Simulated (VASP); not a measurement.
# AlGaN2 (P-4m2) in VASP: notebook, part 2 of 2

VASP 6.6.1.

## 3. Single point, LDA (10.21 Å³/atom)

This run uses another cell than the first one, of 10.21 Å³/atom.

Input file INCAR:

```
  PREC = Accurate
  ENCUT = 1330
  EDIFF = 1E-6
  ISMEAR = 0
  SIGMA = 0.05
  LREAL = F
  LASPH = T
  NELM = 120
  ALGO = Normal
  ISIF = 2
  LWAVE = F
  LCHARG = F
  GGA = CA
  NBANDS = 21
  GGA_COMPAT = F
```

Input file KPOINTS:

```
Automatic mesh
0
Gamma
  8 8 6
```

Input file POSCAR:

```
AlGaN2
1.0
    3.1677651707      0.0000000000      0.0000000000
    0.0000000000      3.1677651707      0.0000000000
    0.0000000000      0.0000000000      4.0702614678
Al Ga N
1 1 2
Direct
    0.5000000000      0.5000000000      0.5000000000
    0.0000000000      0.0000000000      0.0000000000
    0.5000000000      0.0000000000      0.7382864681
    0.0000000000      0.5000000000      0.2617135319
```

Potentials or basis: VASP PAW LDA potentials, release 64 (Al, Ga_d, N_h).

Command:

```console
$ cat potpaw_LDA.64/Al/POTCAR potpaw_LDA.64/Ga_d/POTCAR potpaw_LDA.64/N_h/POTCAR > POTCAR
$ mpirun -np 1 vasp_std > vasp.out
```

OUTCAR:

```text
PREC = Accurate
   ENCUT = 1330
   EDIFF = 1E-6
   ISMEAR = 0
   LREAL = F
   LASPH = T
   NELM = 120
   ISIF = 2
   GGA = CA

 ion  position               nearest neighbor table
   1  0.500  0.500  0.500-   3 1.86   4 1.86   3 1.86   4 1.86   2 3.03   2 3.03   2 3.03   2 3.03
                             2 3.03   2 3.03   2 3.03   2 3.03
   2  0.000  0.000  0.000-   3 1.91   4 1.91   4 1.91   3 1.91   1 3.03   1 3.03   1 3.03   1 3.03
                             1 3.03   1 3.03   1 3.03   1 3.03
   3  0.500  0.000  0.738-   1 1.86   1 1.86   2 1.91   2 1.91
   4  0.000  0.500  0.262-   1 1.86   1 1.86   2 1.91   2 1.91

  LATTYP: Found a simple tetragonal cell.
 ALAT       =     3.1677651707
 C/A-ratio  =     1.2849000000

  Lattice vectors:

 A1 = (   3.1677651707,   0.0000000000,   0.0000000000)
 A2 = (   0.0000000000,   3.1677651707,   0.0000000000)
 A3 = (   0.0000000000,   0.0000000000,   4.0702614678)

Analysis of symmetry for initial positions (statically):
=====================================================================
 Subroutine PRICEL returns:
 Original cell was already a primitive cell.

 Routine SETGRP: Setting up the symmetry group for a
[... 168 lines left out ...]
  ---------------------------------------------------
  free energy    TOTEN  =       -30.19486183 eV

  energy without entropy =      -30.19486183  energy(sigma->0) =      -30.19486183

 E-fermi :   6.6873     XC(G=0): -12.0730

 val. band max:        6.3978572374   @ k =   0.0000   0.0000   0.0000
 cond. band min:       9.7456670442   @ k =   0.0000   0.0000   0.0000
 fundamental gap:      3.3478098069
 Fermi energy:         6.6873359292

 k-point     1 :       0.0000    0.0000    0.0000
  band No.  band energies     occupation
      1      -9.4043      2.00000
      2      -7.7583      2.00000
      3      -6.6856      2.00000
      4      -6.6856      2.00000
      5      -6.6347      2.00000
      6      -6.4156      2.00000
[... 565 lines left out ...]
     20      19.0029      0.00000
     21      19.1412      0.00000

 [... further k-points ...]
[... 5 lines left out ...]
  --------------------------------------------------------------------------------------
  -------------------------------------------------------------------------------------
  Total        1.6015734      1.6015734      3.7573243      0.0000000      0.0000000      0.0000000
  in kB       62.8245163     62.8245163    147.3876167      0.0000000      0.0000000      0.0000000
  external PRESSURE =      91.0122165 kB  Pullay stress =       0.0000000 kB

 VOLUME and BASIS-vectors are now :
 -----------------------------------------------------------------------------
  energy-cutoff  :     1330.00
  volume of cell :       40.84
      direct lattice vectors                 reciprocal lattice vectors
     3.167765171  0.000000000  0.000000000     0.315679966  0.000000000  0.000000000
     0.000000000  3.167765171  0.000000000     0.000000000  0.315679966  0.000000000
     0.000000000  0.000000000  4.070261468     0.000000000  0.000000000  0.245684462

 POSITION                                       TOTAL-FORCE (eV/Angst)
 -----------------------------------------------------------------------------------
      1.58388      1.58388      2.03513         0.000000     -0.000000     -0.000000
      0.00000      0.00000      0.00000         0.000000      0.000000     -0.000000
      1.58388      0.00000      3.00502         0.000000      0.000000     -0.029776
      0.00000      1.58388      1.06524         0.000000      0.000000      0.029776
 -----------------------------------------------------------------------------------
    total drift:                                0.000000      0.000000      0.000000

  FREE ENERGIE OF THE ION-ELECTRON SYSTEM (eV)
  ---------------------------------------------------
  free  energy   TOTEN  =       -30.1948618317 eV

  energy  without entropy=      -30.1948618317  energy(sigma->0) =      -30.19486183
```

stdout:

```text
POSCAR found type information on POSCAR AlGaN
 POSCAR found :  3 types and       4 ions
 scaLAPACK will be used
 LDA part: xc-table for (Slater(with rela. corr.)+CA(PZ))
 , standard interpolation
 POSCAR, INCAR and KPOINTS ok, starting setup
 FFT: planning ... GRIDC
 FFT: planning ... GRID_SOFT
 FFT: planning ... GRID
 WAVECAR not read
 entering main loop
```

Run time: 1.7 min. Hardware: 1 thread of Intel Xeon Platinum 8488C (Sapphire Rapids), shared host; peak memory 0.36 GiB.

What came out:

* Free energy: -30.1949 eV
* Pressure: 9.1 GPa
* Largest force: 0.030 eV/Å
* Band gap on the k mesh: 3.35 eV

Forces on the atoms (eV/Å):
```
Al   0.000  0.000  0.000
Ga   0.000  0.000  0.000
N    0.000  0.000 -0.030
N    0.000  0.000  0.030
```

Caveat: the stress differs along the axes, from 6 to 15 GPa. A k mesh can miss the band edges.

## 4. Single point, LDA (10.21 Å³/atom)

This run uses another cell than the first one, of 10.21 Å³/atom.

Input file INCAR:

```
ALGO = Normal ; EDIFF = 1E-6
ENCUT = 1330 ; GGA_COMPAT = F
ISIF = 2 ; ISMEAR = 0
LASPH = T ; LCHARG = T
LELF = T ; LREAL = F
LVHAR = T ; LWAVE = F
NBANDS = 21 ; NELM = 120
PREC = Accurate ; SIGMA = 0.05
```

Input file KPOINTS:

```
k-points
0
Gamma
  8 8 6
```

Input file POSCAR:

```
AlGaN2
1.0
    2.8923001885      0.0000000000      0.0000000000
    0.0000000000      2.8923001885      0.0000000000
    0.0000000000      0.0000000000      4.8824919482
Al Ga N
1 1 2
Direct
    0.5000000000      0.5000000000      0.5000000000
    0.0000000000      0.0000000000      0.0000000000
    0.5000000000      0.0000000000      0.7418601087
    0.0000000000      0.5000000000      0.2581398913
```

Command:

```console
$ cat potpaw_LDA.64/Al/POTCAR potpaw_LDA.64/Ga_d/POTCAR potpaw_LDA.64/N_h/POTCAR > POTCAR
$ mpirun -np 1 vasp_std > vasp.out
```

It took 88 s on 1 thread of Intel Xeon 6975P-C (Granite Rapids), shared host; peak memory 0.36 GiB.

Results (log left out):

* Free energy: -29.7691 eV
* Pressure: 7.9 GPa
* Largest force: 0.038 eV/Å
* Band gap on the k mesh: 2.60 eV (least direct gap 2.79 eV)

Forces in eV/Å, atoms in the order of the input:
```
Al   0.000  0.000  0.000
Ga   0.000  0.000  0.000
N    0.000  0.000 -0.038
N    0.000  0.000  0.038
```

Stress tensor (GPa, compression positive):
```
 20.24   0.00   0.00
  0.00  20.24   0.00
  0.00   0.00 -16.86
```

Levels at points of the mesh, in eV from the valence-band top:
```tsv
k point	band 10	band 11	band 12	band 13	band 14	band 15	band 16	band 17
(0.00, 0.00, 0.00)	-1.81	-1.33	-0.03	-0.03	2.76	4.02	9.36	10.64
(0.50, 0.00, 0.00)	-4.31	-4.23	-0.55	-0.23	6.91	7.09	7.90	8.92
(0.50, 0.50, 0.00)	-3.28	-3.27	-3.27	-3.15	2.60	2.60	5.09	7.85
(0.00, 0.00, 0.50)	-1.29	-1.29	-0.71	-0.71	4.94	5.28	7.19	9.79
(0.50, 0.00, 0.50)	-2.08	-2.03	-0.55	-0.18	4.14	5.23	9.15	9.38
(0.50, 0.50, 0.50)	-4.55	-3.84	-3.84	-3.77	4.92	4.92	8.39	8.39
```

Caveat: the stress differs along the axes, from -17 to 20 GPa.

## 5. Single point, LDA (10.21 Å³/atom)

This run uses another cell than the first one, of 10.21 Å³/atom.

Input file INCAR:

```
ALGO = Normal ; EDIFF = 1E-6
ENCUT = 1330 ; GGA_COMPAT = False
ISIF = 2 ; ISMEAR = 0
LASPH = True ; LCHARG = False
LREAL = False ; LWAVE = False
NBANDS = 21 ; NELM = 120
PREC = Accurate ; SIGMA = 0.05
```

KPOINTS is that of step 4.

Input file POSCAR:

```
AlGaN2
1.0
    2.9813550299      0.0000000000      0.0000000000
    0.0000000000      2.9813550299      0.0000000000
    0.0000000000      0.0000000000      4.5951625075
Al Ga N
1 1 2
Direct
    0.5000000000      0.5000000000      0.5000000000
    0.0000000000      0.0000000000      0.0000000000
    0.5000000000      0.0000000000      0.7411407717
    0.0000000000      0.5000000000      0.2588592283
```

Command:

```console
$ cat potpaw_LDA.64/Al/POTCAR potpaw_LDA.64/Ga_d/POTCAR potpaw_LDA.64/N_h/POTCAR > POTCAR
$ mpirun -np 1 vasp_std > vasp.out
```

It took 1.9 min on 1 thread of Intel Xeon Platinum 8259CL at 2.50GHz (Skylake/Cascade Lake), shared host; peak memory 0.36 GiB.

It converged, with:

| Quantity | Value |
| --- | --- |
| Free energy | -30.1593 eV |
| Pressure | 9.6 GPa |
| Largest force | 0.036 eV/Å |
| Band gap on the k mesh | 2.95 eV (least direct gap 3.19 eV) |

Forces in eV/Å, atoms in the order of the input:
```
Al   0.000  0.000  0.000
Ga   0.000  0.000  0.000
N    0.000  0.000 -0.036
N    0.000  0.000  0.036
```

Stress tensor (GPa, compression positive):
```
14.50  0.00  0.00
 0.00 14.50  0.00
 0.00  0.00 -0.21
```

Levels at points of the mesh, in eV from the valence-band top:
```csv
k point,band 10,band 11,band 12,band 13,band 14,band 15,band 16,band 17
"(0.00, 0.00, 0.00)",-2.14,-0.68,0.00,0.00,3.19,3.76,8.66,11.45
"(0.50, 0.00, 0.00)",-3.66,-3.64,-0.78,-0.47,7.32,7.54,8.83,9.16
"(0.50, 0.50, 0.00)",-2.88,-2.83,-2.83,-2.78,2.95,2.95,5.88,8.45
"(0.00, 0.00, 0.50)",-1.49,-1.49,-0.86,-0.86,5.25,5.36,8.11,10.04
"(0.50, 0.00, 0.50)",-1.42,-1.29,-0.77,-0.38,5.20,6.49,9.33,9.65
"(0.50, 0.50, 0.50)",-4.41,-3.62,-3.62,-3.59,5.57,5.57,9.10,9.97
```

Caveat: the stress differs along the axes, from -0 to 14 GPa. A k mesh can miss the band edges.

## 6. Summary

| cell | gap on the mesh (eV) | pressure (GPa) | largest force (eV/Å) |
| --- | --- | --- | --- |
| a = 2.852, b = 2.852, c = 4.814 Å, 4 atoms, atomic positions A | 2.59 | 19.0 | 0.04 |
| a = 3.168, b = 3.168, c = 4.070 Å, 4 atoms, atomic positions B | 3.35 | 9.1 | 0.03 |
| a = 2.892, b = 2.892, c = 4.882 Å, 4 atoms, atomic positions A | 2.60 | 7.9 | 0.04 |
| a = 2.981, b = 2.981, c = 4.595 Å, 4 atoms, atomic positions C | 2.95 | 9.6 | 0.04 |

Alike in all rows: task single point; level LDA; potentials or basis VASP PAW LDA potentials, release 64 (Al, Ga_d, N_h); no spin polarisation; k mesh 8 × 8 × 6; cutoff (eV) 1330; smearing gaussian 0.05 eV.

Caveats: the stress differs along the axes, from -6 to 31 GPa (at least some runs); the stress differs along the axes, from 6 to 15 GPa (at least some runs); the stress differs along the axes, from -17 to 20 GPa (at least some runs); the stress differs along the axes, from -0 to 14 GPa (at least some runs).

Total energies depend on the potentials used, so only differences within one code and one set of settings carry meaning.
